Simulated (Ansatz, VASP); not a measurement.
# W2Br3 in VASP and in Ansatz

```
W Br
1.0
     4.05075    2.33870    3.22714
    -4.05075    2.33870    3.22714
     0.00000   -4.67741    3.22714
W Br
2 3
Direct
  0.81876 0.81876 0.81876
  0.18124 0.18124 0.18124
  0.00000 0.50000 0.00000
  0.00000 0.00000 0.50000
  0.50000 0.00000 0.00000
```

Change from the starting cell: species swapped into the Br2Cl3 type (R-3m, No. 166).

Alike in both runs: task relaxation of cell and atoms; functional PBE; k mesh 3 × 3 × 3; occupations gaussian, width 0.1 eV; no spin polarisation.

|  | VASP | Ansatz |
| --- | --- | --- |
| version | VASP 6.6.1 | Ansatz 0.2.0 |
| potentials or method | VASP PAW PBE potentials, release 64 (W_sv, Br), cutoff 600 eV | scalar-relativistic, plane waves, PAW |
| valence electrons in the cell | 49 | 49 |

```tsv
	VASP	Ansatz	Ansatz less VASP
gap on the k mesh at the Fermi level, each at its own relaxed structure (eV)	none	none	-
relaxed volume (Å³/atom)	44.64	44.39	-0.245
relaxed cell length with the largest relative difference (Å)	6.069	6.057	-0.0123
```

A gap of «none» marks a metal or a gap that the smearing closes.

The k mesh is coarse, so the values compare programs but aren't converged. Neither program's run includes spin-orbit coupling. Noted on VASP's run: the volume moved by over 15 % at a fixed basis, so the end points are rough.
